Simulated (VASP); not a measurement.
# Mg2Si (Fm-3m) in VASP: further runs

The runs below take Mg2Si through electric field gradients, with LDA.

Program: VASP 6.6.1. These are calculated values, not measurements. Logs are shortened: lines on timing, memory, paths and dates and some standing lists are left out, and cuts for length are marked.

### 1 The cell of the first run

Symmetry: Fm-3m, No. 225, cubic system. The conventional cell has a = 6.390 Å, b = 6.390 Å, c = 6.390 Å, α = 90.00°, β = 90.00°, γ = 90.00°. Mg (site symmetry -43m) has 4 Si at 2.77 Å and 6 Mg at 3.19 to 3.20 Å within 3.6 Å. Within 3.6 Å of Si (site symmetry m-3m) lie 8 Mg at 2.77 Å.

### 2 Electric field gradients, LDA

Input file INCAR:

```
ALGO = Normal ; EDIFF = 1E-8
ENCUT = 520 ; GGA_COMPAT = False
ISIF = 2 ; ISMEAR = -1
LASPH = True ; LCHARG = False
LEFG = True ; LREAL = False
LWAVE = False ; NBANDS = 11
NELM = 120 ; PREC = Accurate
SIGMA = 0.05
```

Input file KPOINTS:

```
k-points
0
Gamma
  11 11 11
```

Input file POSCAR:

```
Mg2Si
1.0
    0.0000000000      3.1950000000      3.1950000000
    3.1950000000      0.0000000000      3.1950000000
    3.1950000000      3.1950000000      0.0000000000
Mg Si
2 1
Direct
    0.2500000000      0.2500000000      0.2500000000
    0.7500000000      0.7500000000      0.7500000000
    0.0000000000      0.0000000000      0.0000000000
```

Potentials or basis: VASP PAW LDA potentials, release 64 (Mg, Si).

Started as:

```
$ cat potpaw_LDA.64/Mg/POTCAR potpaw_LDA.64/Si/POTCAR > POTCAR
$ mpirun -np 1 vasp_std > vasp.out
```

OUTCAR:

```text
EDIFF = 1E-8
   ENCUT = 520
   ISIF = 2
   ISMEAR = -1
   LASPH = True
   LREAL = False
   NELM = 120
   PREC = Accurate

 ion  position               nearest neighbor table
   1  0.250  0.250  0.250-   3 2.77   3 2.77   3 2.77   3 2.77   2 3.19   2 3.19   2 3.19   2 3.19
                             2 3.19   2 3.19
   2  0.750  0.750  0.750-   3 2.77   3 2.77   3 2.77   3 2.77   1 3.19   1 3.19   1 3.19   1 3.19
                             1 3.19   1 3.19
   3  0.000  0.000  0.000-   2 2.77   2 2.77   2 2.77   1 2.77   2 2.77   1 2.77   1 2.77   1 2.77

  LATTYP: Found a face centered cubic cell.
 ALAT       =     6.3900000000

  Lattice vectors:

 A1 = (   0.0000000000,   3.1950000000,   3.1950000000)
 A2 = (   3.1950000000,   0.0000000000,   3.1950000000)
 A3 = (   3.1950000000,   3.1950000000,   0.0000000000)

Analysis of symmetry for initial positions (statically):
=====================================================================
 Subroutine PRICEL returns:
 Original cell was already a primitive cell.

 Routine SETGRP: Setting up the symmetry group for a
 face centered cubic supercell.

 Subroutine GETGRP returns: Found 48 space group operations
 (whereof 48 operations were pure point group operations)
 out of a pool of 48 trial point group operations.

The static configuration has the point symmetry O_h .

Analysis of symmetry for dynamics (positions and initial velocities):
=====================================================================
 Subroutine PRICEL returns:
 Original cell was already a primitive cell.

 Routine SETGRP: Setting up the symmetry group for a
 face centered cubic supercell.

 Subroutine GETGRP returns: Found 48 space group operations
 (whereof 48 operations were pure point group operations)
 out of a pool of 48 trial point group operations.

The dynamic configuration has the point symmetry O_h .

 Subroutine INISYM returns: Found 48 space group operations
 (whereof 48 operations are pure point group operations),
 and found     1 'primitive' translations

----------------------------------------------------------------------------------------

                                     Primitive cell

  volume of cell :      65.2293

  direct lattice vectors                    reciprocal lattice vectors
     0.000000000  3.195000000  3.195000000    -0.156494523  0.156494523  0.156494523
     3.195000000  0.000000000  3.195000000     0.156494523 -0.156494523  0.156494523
     3.195000000  3.195000000  0.000000000     0.156494523  0.156494523 -0.156494523

  length of vectors
     4.518412332  4.518412332  4.518412332     0.271056464  0.271056464  0.271056464

  position of ions in fractional coordinates (direct lattice)
     0.250000000  0.250000000  0.250000000
     0.750000000  0.750000000  0.750000000
     0.000000000  0.000000000  0.000000000

  ion indices of the primitive-cell ions
   primitive index   ion index
                 1           1
                 2           2
                 3           3

----------------------------------------------------------------------------------------

 KPOINTS: k-points

Automatic generation of k-mesh.
 Grid dimensions read from file:
 generate k-points for:   11   11   11

 Generating k-lattice:

  Cartesian coordinates                     Fractional coordinates (reciprocal lattice)
    -0.014226775  0.014226775  0.014226775     0.090909091  0.000000000  0.000000000
     0.014226775 -0.014226775  0.014226775     0.000000000  0.090909091  0.000000000
     0.014226775  0.014226775 -0.014226775     0.000000000  0.000000000  0.090909091

  Length of vectors
     0.024641497  0.024641497  0.024641497

  Shift w.r.t. Gamma in fractional coordinates (k-lattice)
     0.000000000  0.000000000  0.000000000

 Subroutine IBZKPT returns following result:
 ===========================================

 Found     56 irreducible k-points:

 Following reciprocal coordinates:
            Coordinates               Weight
  0.000000  0.000000  0.000000      1.000000
  0.090909  0.000000  0.000000      8.000000
  0.181818  0.000000  0.000000      8.000000
  0.272727  0.000000  0.000000      8.000000
  0.363636  0.000000  0.000000      8.000000
  0.454545  0.000000  0.000000      8.000000
[... 16 lines left out ...]
 -0.272727  0.181818  0.000000     24.000000
 -0.181818  0.181818  0.000000     12.000000
 [... further k-points ...]
   k-points           NKPTS =     56   k-points in BZ     NKDIM =     56   number of bands    NBANDS=     11
   number of dos      NEDOS =    301   number of ions     NIONS =      3
   total plane-waves  NPLWV =  46656
   dimension x,y,z NGX =    36 NGY =   36 NGZ =   36
   dimension x,y,z NGXF=    72 NGYF=   72 NGZF=   72
   ions per type =               2   1
   NGX,Y,Z   is equivalent  to a cutoff of  13.25, 13.25, 13.25 a.u.
   NGXF,Y,Z  is equivalent  to a cutoff of  26.49, 26.49, 26.49 a.u.
 SYSTEM =  unknown system
   PREC   = accura    normal or accurate (medium, high low for compatibility)
   ISTART =      0    job   : 0-new  1-cont  2-samecut
   ICHARG =      2    charge: 1-file 2-atom 10-const
   ISPIN  =      1    spin polarized calculation?
   LNONCOLLINEAR =      F non collinear calculations
   LSORBIT =      F    spin-orbit coupling
   LASPH  =      T    aspherical Exc in radial PAW
   ENCUT  =  520.0 eV  38.22 Ry    6.18 a.u.   8.40  8.40  8.40*2*pi/ulx,y,z
   NELM   =    120;   NELMIN=  2; NELMDL= -5     # of ELM steps
   EDIFF  = 0.1E-07   stopping-criterion for ELM
   LREAL  =      F    real-space projection
   EDIFFG = 0.1E-06   stopping-criterion for IOM
   NSW    =      0    number of steps for IOM
   IBRION =     -1    ionic relax: 0-MD 1-quasi-New 2-CG
   NFREE  =      0    steps in history (QN), initial steepest desc. (CG)
   ISIF   =      2    stress and relaxation
   ISYM   =      2    0-nonsym 1-usesym 2-fastsym
   POTIM  = 0.5000    time-step for ionic-motion
   TEBEG  =    0.0;   TEEND  =   0.0 temperature during run
   PSTRESS=    0.0 pullay stress
   NELECT =       8.0000    total number of electrons
   NUPDOWN=      -1.0000    fix difference up-down
   EMIN   =  10.00;   EMAX   =-10.00  energy-range for DOS
   EFERMI =   0.00;   METHOD = LEGACY
   ISMEAR =    -1;   SIGMA  =   0.05  broadening in eV -4-tet -1-fermi 0-gaus
   EFERMI_NEDOS =   21; number of points for ismear=-14 and -15
   IALGO  =     38    algorithm
   IMIX   =      4    mixing-type and parameters
     AMIX     =   0.40;   BMIX     =  1.00
     AMIX_MAG =   1.60;   BMIX_MAG =  1.00
  volume/ion in A,a.u.               =      21.74       146.73
  Fermi-wavevector in a.u.,A,eV,Ry     =   0.813375  1.537055  9.001319  0.661578
  Thomas-Fermi vector in A             =   1.923088
   LORBIT       =      0    0 simple, 1 ext, 2 COOP (PROOUT), +10 PAW based schemes
   GGA     = CA    functional components
   LHFCALC =     F    Hartree Fock is set to
   AEXX    =    0.0000 exact exchange contribution
   IVDW    =     0    specifies the selected vdW correction
   LEPSILON=     F    determine dielectric tensor
   LRPA    =     F    only Hartree local field effects (RPA)
 non-spin polarized calculation
  energy-cutoff  :      520.00
  volume of cell :       65.23
 maximum number of plane-waves:      1807
 NGX is ok and might be reduce to    36
   NGX = 17   NGY = 17   NGZ = 17

 number of electron       8.0000000 magnetization

 Free energy of the ion-electron system (eV)
  ---------------------------------------------------
  ext. energy  EPLUGINS =         0.00000000
  ---------------------------------------------------
  free energy    TOTEN  =       -10.08548909 eV

  energy without entropy =      -10.08480838  energy(sigma->0) =      -10.08514874

 E-fermi :   3.4822     XC(G=0):  -8.9181

 val. band max:        3.3681812015   @ k =   0.0000   0.0000   0.0000
 cond. band min:       3.6083256510   @ k =   0.4545   0.4545   0.0000
 fundamental gap:      0.2401444495
 Fermi energy:         3.4822256906

 k-point     1 :       0.0000    0.0000    0.0000
  band No.  band energies     occupation
      1      -5.6722      2.00000
      2       3.3682      1.81456
      3       3.3682      1.81456
      4       3.3682      1.81456
      5       5.0046      0.00000
      6       5.8533      0.00000
      7       5.8533      0.00000
      8       5.8533      0.00000
      9       8.9971      0.00000
     10       8.9971      0.00000
     11       9.4169      0.00000

 k-point     2 :       0.0909    0.0000    0.0000
  band No.  band energies     occupation
      1      -5.5990      2.00000
      2       2.6364      2.00000
      3       3.2797      1.96579
      4       3.2797      1.96579
      5       5.2737      0.00000
      6       6.0114      0.00000
      7       6.0114      0.00000
      8       6.1502      0.00000
      9       8.5802      0.00000
     10       8.5802      0.00000
     11       9.7720      0.00000

 k-point     3 :       0.1818    0.0000    0.0000
  band No.  band energies     occupation
      1      -5.3848      2.00000
      2       1.4507      2.00000
      3       3.0862      1.99927
      4       3.0862      1.99927
      5       5.0715      0.00000
      6       6.2904      0.00000
      7       6.2904      0.00000
      8       7.1998      0.00000
      9       8.1908      0.00000
     10       8.1908      0.00000
     11       9.6200      0.00000
[... 267 lines left out ...]
 k-point    23 :      -0.2727    0.1818    0.0000
  band No.  band energies     occupation
      1      -4.5677      2.00000
      2      -0.1989      2.00000
      3       1.0963      2.00000
      4       2.7282      2.00000
      5       5.2932      0.00000
      6       6.5637      0.00000
      7       6.7756      0.00000
      8       7.7476      0.00000
      9       7.8081      0.00000
     10      10.8398      0.00000
     11      11.6006      0.00000

 k-point    24 :      -0.1818    0.1818    0.0000
  band No.  band energies     occupation
      1      -4.9371      2.00000
      2       0.5444      2.00000
      3       1.4818      2.00000
      4       3.0117      1.99984
      5       5.6426      0.00000
      6       6.5488      0.00000
      7       6.6834      0.00000
      8       7.0389      0.00000
      9       7.2501      0.00000
     10      10.4511      0.00000
     11      11.1261      0.00000

 [... further k-points ...]

------------------------ aborting loop because EDIFF is reached ----------------------------------------

  FORCE on cell =-STRESS in cart. coord.  units (eV):
  Direction    XX          YY          ZZ          XY          YZ          ZX
  --------------------------------------------------------------------------------------
  -------------------------------------------------------------------------------------
  Total       -1.4203074     -1.4203074     -1.4203074      0.0000000      0.0000000      0.0000000
  in kB      -34.8859340    -34.8859340    -34.8859340      0.0000000      0.0000000      0.0000000
  external PRESSURE =     -34.8859340 kB  Pullay stress =       0.0000000 kB

 VOLUME and BASIS-vectors are now :
 -----------------------------------------------------------------------------
  energy-cutoff  :      520.00
  volume of cell :       65.23
      direct lattice vectors                 reciprocal lattice vectors
     0.000000000  3.195000000  3.195000000    -0.156494523  0.156494523  0.156494523
     3.195000000  0.000000000  3.195000000     0.156494523 -0.156494523  0.156494523
     3.195000000  3.195000000  0.000000000     0.156494523  0.156494523 -0.156494523

 POSITION                                       TOTAL-FORCE (eV/Angst)
 -----------------------------------------------------------------------------------
      1.59750      1.59750      1.59750        -0.000000     -0.000000      0.000000
      4.79250      4.79250      4.79250         0.000000      0.000000      0.000000
      0.00000      0.00000      0.00000         0.000000     -0.000000     -0.000000
 -----------------------------------------------------------------------------------
    total drift:                               -0.000000     -0.000000     -0.000000

  FREE ENERGIE OF THE ION-ELECTRON SYSTEM (eV)
  ---------------------------------------------------
  free  energy   TOTEN  =       -10.0854890932 eV

  energy  without entropy=      -10.0848083777  energy(sigma->0) =      -10.08514874

 Electric field gradients (V/A^2)
---------------------------------------------------------------------
 ion       V_xx      V_yy      V_zz      V_xy      V_xz      V_yz
---------------------------------------------------------------------
   1       0.000    -0.000     0.000     0.000     0.000     0.000
   2       0.000    -0.000     0.000     0.000     0.000     0.000
   3      -0.000    -0.000     0.000     0.000     0.000     0.000
---------------------------------------------------------------------

 Electric field gradients after diagonalization (V/A^2)
 (convention: |V_zz| > |V_xx| > |V_yy|)
----------------------------------------------------------------------
 ion       V_xx      V_yy      V_zz     asymmetry (V_yy - V_xx)/ V_zz
----------------------------------------------------------------------
   1      -0.000    -0.000     0.000       0.000
   2      -0.000    -0.000     0.000       0.000
   3      -0.000    -0.000     0.000       0.000
----------------------------------------------------------------------

           NMR quadrupolar parameters

 Cq : quadrupolar parameter    Cq=e*Q*V_zz/h
 eta: asymmetry parameters     (V_yy - V_xx)/ V_zz
 Q  : nuclear electric quadrupole moment in mb (millibarn)
----------------------------------------------------------------------
 ion       Cq(MHz)       eta       Q (mb)
----------------------------------------------------------------------
   1       0.000       0.000       1.000
   2       0.000       0.000       1.000
   3       0.000       0.000       1.000
----------------------------------------------------------------------
```

It took 14 s on 1 thread of Intel Xeon 6975P-C (Granite Rapids), shared host; peak memory 0.19 GiB.

Results:

```yaml
Free_energy: -10.0855 eV
Pressure: -3.5 GPa
Band_gap_on_the_k_mesh: 0.24 eV (least direct gap 1.64 eV)
Largest_electric_field_gradient_by_atom: zero within the noise of the run
```

Caveat: the cell stands under tension; an odd mesh through Γ misses points on the zone boundary, where band edges can lie.

(Continued in part 2 of 2.)
